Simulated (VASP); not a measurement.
# SnO in VASP: single point with PBE+D3(BJ)

Aim: the single point of SnO with PBE+D3(BJ).

Everything below comes from runs of VASP 6.6.1. Logs are shortened: lines on timing, memory, paths and dates and some standing lists are left out, and cuts for length are marked.

## Step 1: The cell of the first run

The cell holds a slab with vacuum, 8 atoms: a = 3.820 Å, b = 3.820 Å, c = 22.226 Å, α = 90.00°, β = 90.00°, γ = 90.00°.

## Step 2: Single point, PBE+D3(BJ) (layers slid over each other)

The input, INCAR:

```
PREC = Accurate ; ENCUT = 520
EDIFF = 1E-7 ; ISMEAR = 0
SIGMA = 0.05 ; LREAL = F
LASPH = T ; NELM = 100
ALGO = Normal ; ISIF = 2
LWAVE = F ; LCHARG = T
LDIPOL = T ; IDIPOL = 3
DIPOL = 0.5 0.5 0.403 ; GGA = PE
IVDW = 12 ; LELF = T
LVHAR = T ; LVACPOTAV = T
NBANDS = 50
```

The input, KPOINTS:

```
Automatic mesh
0
Gamma
  7 7 1
```

The input, POSCAR:

```
SnO
1.0
    3.8201636883      0.0000000000      0.0000000000
    0.0000000000      3.8201636883      0.0000000000
    0.0000000000      0.0000000000     22.2260802162
Sn O
4 4
Direct
    0.7500000000      0.2500000000      0.2024648501
    0.2500000000      0.7500000000      0.3087831971
    0.7500000000      1.2500000000      0.4977503906
    1.2500000000      0.7500000000      0.6040687375
    0.2500000000      0.2500000000      0.2556240236
    0.7500000000      0.7500000000      0.2556240236
    1.2500000000      1.2500000000      0.5509095640
    0.7500000000      0.7500000000      0.5509095640
```

Potentials or basis: VASP PAW PBE potentials, release 64 (Sn_d, O).

Started as:

```console
$ cat potpaw_PBE.64/Sn_d/POTCAR potpaw_PBE.64/O/POTCAR > POTCAR
$ mpirun -np 1 vasp_std > vasp.out
```

OUTCAR:

```text
PREC = Accurate
   ENCUT = 520
   EDIFF = 1E-7
   ISMEAR = 0
   LREAL = F
   LASPH = T
   NELM = 100
   ISIF = 2
   GGA = PE
   IVDW = 12
 IVDW          = 12

 ion  position               nearest neighbor table
   1  0.750  0.250  0.202-   5 2.25   6 2.25   6 2.25   5 2.25   2 3.59   2 3.59   2 3.59   2 3.59

   2  0.250  0.750  0.309-   5 2.25   6 2.25   5 2.25   6 2.25   1 3.59   1 3.59   1 3.59   1 3.59

   3  0.750  0.250  0.498-   7 2.25   8 2.25   8 2.25   7 2.25   4 3.59   4 3.59   4 3.59   4 3.59

   4  0.250  0.750  0.604-   7 2.25   8 2.25   7 2.25   8 2.25   3 3.59   3 3.59   3 3.59   3 3.59

   5  0.250  0.250  0.256-   1 2.25   2 2.25   2 2.25   1 2.25
   6  0.750  0.750  0.256-   1 2.25   2 2.25   1 2.25   2 2.25
   7  0.250  0.250  0.551-   3 2.25   3 2.25   4 2.25   4 2.25
   8  0.750  0.750  0.551-   3 2.25   3 2.25   4 2.25   4 2.25

  LATTYP: Found a simple tetragonal cell.
 ALAT       =     3.8201636883
 C/A-ratio  =     5.8180962989

  Lattice vectors:

 A1 = (   3.8201636883,   0.0000000000,   0.0000000000)
 A2 = (   0.0000000000,   3.8201636883,   0.0000000000)
 A3 = (   0.0000000000,   0.0000000000,  22.2260802162)

Analysis of symmetry for initial positions (statically):
=====================================================================
 Subroutine PRICEL returns:
 Original cell was already a primitive cell.

 Routine SETGRP: Setting up the symmetry group for a
 simple tetragonal supercell.

 Subroutine GETGRP returns: Found 16 space group operations
 (whereof  2 operations were pure point group operations)
 out of a pool of 16 trial point group operations.

The static configuration has the point symmetry C_1h.
 The point group associated with its full space group is D_4h.

Analysis of symmetry for dynamics (positions and initial velocities):
=====================================================================
 Subroutine PRICEL returns:
 Original cell was already a primitive cell.

 Routine SETGRP: Setting up the symmetry group for a
 simple tetragonal supercell.

 Subroutine GETGRP returns: Found 16 space group operations
 (whereof  2 operations were pure point group operations)
 out of a pool of 16 trial point group operations.

The dynamic configuration has the point symmetry C_1h.
 The point group associated with its full space group is D_4h.

 Subroutine INISYM returns: Found 16 space group operations
 (whereof  2 operations are pure point group operations),
 and found     1 'primitive' translations

----------------------------------------------------------------------------------------

                                     Primitive cell

  volume of cell :     324.3596

  direct lattice vectors                    reciprocal lattice vectors
     3.820163688  0.000000000  0.000000000     0.261768888  0.000000000  0.000000000
     0.000000000  3.820163688  0.000000000     0.000000000  0.261768888  0.000000000
     0.000000000  0.000000000 22.226080216     0.000000000  0.000000000  0.044992189

  length of vectors
     3.820163688  3.820163688 22.226080216     0.261768888  0.261768888  0.044992189

  position of ions in fractional coordinates (direct lattice)
     0.750000000  0.250000000  0.202464850
     0.250000000  0.750000000  0.308783197
     0.750000000  0.250000000  0.497750391
     0.250000000  0.750000000  0.604068738
     0.250000000  0.250000000  0.255624024
     0.750000000  0.750000000  0.255624024
     0.250000000  0.250000000  0.550909564
     0.750000000  0.750000000  0.550909564

  ion indices of the primitive-cell ions
   primitive index   ion index
                 1           1
                 2           2
                 3           3
                 4           4
                 5           5
                 6           6
                 7           7
                 8           8

----------------------------------------------------------------------------------------

 KPOINTS: Automatic mesh

Automatic generation of k-mesh.
 Grid dimensions read from file:
 generate k-points for:    7    7    1

 Generating k-lattice:

  Cartesian coordinates                     Fractional coordinates (reciprocal lattice)
     0.037395555  0.000000000  0.000000000     0.142857143  0.000000000  0.000000000
     0.000000000  0.037395555  0.000000000     0.000000000  0.142857143  0.000000000
     0.000000000  0.000000000  0.044992189     0.000000000  0.000000000  1.000000000

  Length of vectors
     0.037395555  0.037395555  0.044992189

  Shift w.r.t. Gamma in fractional coordinates (k-lattice)
     0.000000000  0.000000000  0.000000000

 Subroutine IBZKPT returns following result:
 ===========================================

 Found     10 irreducible k-points:

 Following reciprocal coordinates:
            Coordinates               Weight
  0.000000  0.000000  0.000000      1.000000
  0.142857  0.000000  0.000000      4.000000
  0.285714  0.000000  0.000000      4.000000
  0.428571  0.000000  0.000000      4.000000
  0.142857  0.142857  0.000000      4.000000
  0.285714  0.142857  0.000000      8.000000
  0.428571  0.142857  0.000000      8.000000
  0.285714  0.285714  0.000000      4.000000
  0.428571  0.285714  0.000000      8.000000
  0.428571  0.428571  0.000000      4.000000
   k-points           NKPTS =     10   k-points in BZ     NKDIM =     10   number of bands    NBANDS=     50
   number of dos      NEDOS =    301   number of ions     NIONS =      8
   total plane-waves  NPLWV = 131712
   dimension x,y,z NGX =    28 NGY =   28 NGZ =  168
   dimension x,y,z NGXF=    56 NGYF=   56 NGZF=  336
   ions per type =               4   4
   NGX,Y,Z   is equivalent  to a cutoff of  12.19, 12.19, 12.57 a.u.
   NGXF,Y,Z  is equivalent  to a cutoff of  24.37, 24.37, 25.13 a.u.
 SYSTEM =  unknown system
   PREC   = accura    normal or accurate (medium, high low for compatibility)
   ISTART =      0    job   : 0-new  1-cont  2-samecut
   ICHARG =      2    charge: 1-file 2-atom 10-const
   ISPIN  =      1    spin polarized calculation?
   LNONCOLLINEAR =      F non collinear calculations
   LSORBIT =      F    spin-orbit coupling
   LASPH  =      T    aspherical Exc in radial PAW
   ENCUT  =  520.0 eV  38.22 Ry    6.18 a.u.   7.10  7.10 41.33*2*pi/ulx,y,z
   NELM   =    100;   NELMIN=  2; NELMDL= -5     # of ELM steps
   EDIFF  = 0.1E-06   stopping-criterion for ELM
   LREAL  =      F    real-space projection
   EDIFFG = 0.1E-05   stopping-criterion for IOM
   NSW    =      0    number of steps for IOM
   IBRION =     -1    ionic relax: 0-MD 1-quasi-New 2-CG
   NFREE  =      0    steps in history (QN), initial steepest desc. (CG)
   ISIF   =      2    stress and relaxation
   ISYM   =      2    0-nonsym 1-usesym 2-fastsym
   POTIM  = 0.5000    time-step for ionic-motion
   TEBEG  =    0.0;   TEEND  =   0.0 temperature during run
   PSTRESS=    0.0 pullay stress
   NELECT =      80.0000    total number of electrons
   NUPDOWN=      -1.0000    fix difference up-down
   EMIN   =  10.00;   EMAX   =-10.00  energy-range for DOS
   EFERMI =   0.00;   METHOD = LEGACY
   ISMEAR =     0;   SIGMA  =   0.05  broadening in eV -4-tet -1-fermi 0-gaus
   EFERMI_NEDOS =   21; number of points for ismear=-14 and -15
   IALGO  =     38    algorithm
   IMIX   =      4    mixing-type and parameters
     AMIX     =   0.40;   BMIX     =  1.00
     AMIX_MAG =   1.60;   BMIX_MAG =  1.00
  volume/ion in A,a.u.               =      40.54       273.61
  Fermi-wavevector in a.u.,A,eV,Ry     =   1.026666  1.940118 14.341129  1.054043
  Thomas-Fermi vector in A             =   2.160571
   LORBIT       =      0    0 simple, 1 ext, 2 COOP (PROOUT), +10 PAW based schemes
   GGA     = PE    functional components
   LHFCALC =     F    Hartree Fock is set to
   AEXX    =    0.0000 exact exchange contribution
   IVDW    =    12    specifies the selected vdW correction
   LEPSILON=     F    determine dielectric tensor
   LRPA    =     F    only Hartree local field effects (RPA)
 non-spin polarized calculation
 Gauss-broadening in eV      SIGMA  =   0.05
  energy-cutoff  :      520.00
  volume of cell :      324.36
 maximum number of plane-waves:      8769
   NGX = 15   NGY = 15   NGZ = 83

 dipolmoment           0.000000      0.000000      0.000051 electrons x Angstroem

 number of electron      79.9999970 magnetization

 dipolmoment           0.000000      0.000000     -0.000002 electrons x Angstroem

 Free energy of the ion-electron system (eV)
  ---------------------------------------------------
  ext. energy  EPLUGINS =         0.00000000
  ---------------------------------------------------
  free energy    TOTEN  =       -45.19731182 eV

  energy without entropy =      -45.19731182  energy(sigma->0) =      -45.19731182

 E-fermi :   0.0290     XC(G=0):  -5.3264

 val. band max:       -0.2446294529   @ k =   0.1429   0.0000   0.0000
 cond. band min:       2.3286531922   @ k =   0.0000   0.0000   0.0000
 fundamental gap:      2.5732826452
 Fermi energy:         0.0290342170

 k-point     1 :       0.0000    0.0000    0.0000
  band No.  band energies     occupation
      1     -21.0641      2.00000
      2     -21.0641      2.00000
      3     -20.7037      2.00000
      4     -20.7036      2.00000
      5     -20.6656      2.00000
      6     -20.6656      2.00000
[... 42 lines left out ...]
     49       5.2281      0.00000
     50       5.2281      0.00000

 k-point     2 :       0.1429    0.0000    0.0000
  band No.  band energies     occupation
      1     -21.0552      2.00000
      2     -21.0551      2.00000
      3     -20.7043      2.00000
      4     -20.7041      2.00000
      5     -20.6674      2.00000
      6     -20.6672      2.00000
[... 416 lines left out ...]
 k-point    10 :       0.4286    0.4286    0.0000
  band No.  band energies     occupation
      1     -21.0049      2.00000
      2     -21.0045      2.00000
      3     -20.9909      2.00000
      4     -20.9906      2.00000
      5     -20.6702      2.00000
      6     -20.6701      2.00000
[... 42 lines left out ...]
     49       5.9173      0.00000
     50       6.0926      0.00000

------------------------ aborting loop because EDIFF is reached ----------------------------------------

 Edisp (eV)   -1.23958

 E8    (eV) :    -0.5486

  FORCE on cell =-STRESS in cart. coord.  units (eV):
  Direction    XX          YY          ZZ          XY          YZ          ZX
  --------------------------------------------------------------------------------------
  -------------------------------------------------------------------------------------
  Total       0.10999     0.10999    -0.40666     0.00000     0.00000     0.00000
  in kB       0.54331     0.54331    -2.00871     0.00000     0.00000     0.00000
  external pressure =       -0.31 kB  Pullay stress =        0.00 kB

 VOLUME and BASIS-vectors are now :
 -----------------------------------------------------------------------------
  energy-cutoff  :      520.00
  volume of cell :      324.36
      direct lattice vectors                 reciprocal lattice vectors
     3.820163688  0.000000000  0.000000000     0.261768888  0.000000000  0.000000000
     0.000000000  3.820163688  0.000000000     0.000000000  0.261768888  0.000000000
     0.000000000  0.000000000 22.226080216     0.000000000  0.000000000  0.044992189

 POSITION                                       TOTAL-FORCE (eV/Angst)
 -----------------------------------------------------------------------------------
      2.86512      0.95504      4.50000        -0.000000     -0.000000     -0.078699
      0.95504      2.86512      6.86304         0.000000      0.000000      0.188075
      2.86512      0.95504     11.06304         0.000000     -0.000000     -0.188075
      0.95504      2.86512     13.42608         0.000000      0.000000      0.078699
      0.95504      0.95504      5.68152         0.000000     -0.000000      0.012444
      2.86512      2.86512      5.68152         0.000000     -0.000000      0.012444
      0.95504      0.95504     12.24456        -0.000000     -0.000000     -0.012444
      2.86512      2.86512     12.24456        -0.000000      0.000000     -0.012444
 -----------------------------------------------------------------------------------
    total drift:                                0.000000      0.000000     -0.000073

  FREE ENERGIE OF THE ION-ELECTRON SYSTEM (eV)
  ---------------------------------------------------
  free  energy   TOTEN  =       -46.4368929828 eV

  energy  without entropy=      -46.4368929828  energy(sigma->0) =      -46.43689298

 vacuum level on the upper side and lower side of the slab         4.919         4.919
```

Run time: 2.4 min. Hardware: 1 thread of Intel Xeon 6975P-C (Granite Rapids), shared host; peak memory 0.4 GiB.

What came out:

```
Free energy                : -46.4369 eV
Largest force              : 0.188 eV/Å
Band gap on the k mesh     : 2.57 eV (least direct gap 2.59 eV)
Dispersion energy per atom : -0.155 eV
```

Forces in eV/Å, atoms in the order of the input:
```
Sn   0.000  0.000 -0.079
Sn   0.000  0.000  0.188
Sn   0.000  0.000 -0.188
Sn   0.000  0.000  0.079
O    0.000  0.000  0.012
O    0.000  0.000  0.012
O    0.000  0.000 -0.012
O    0.000  0.000 -0.012
```

Caveat: the cell differs from its parent crystal (layers slid over each other); spin-orbit coupling is left out, which moves the levels of the heavy elements.
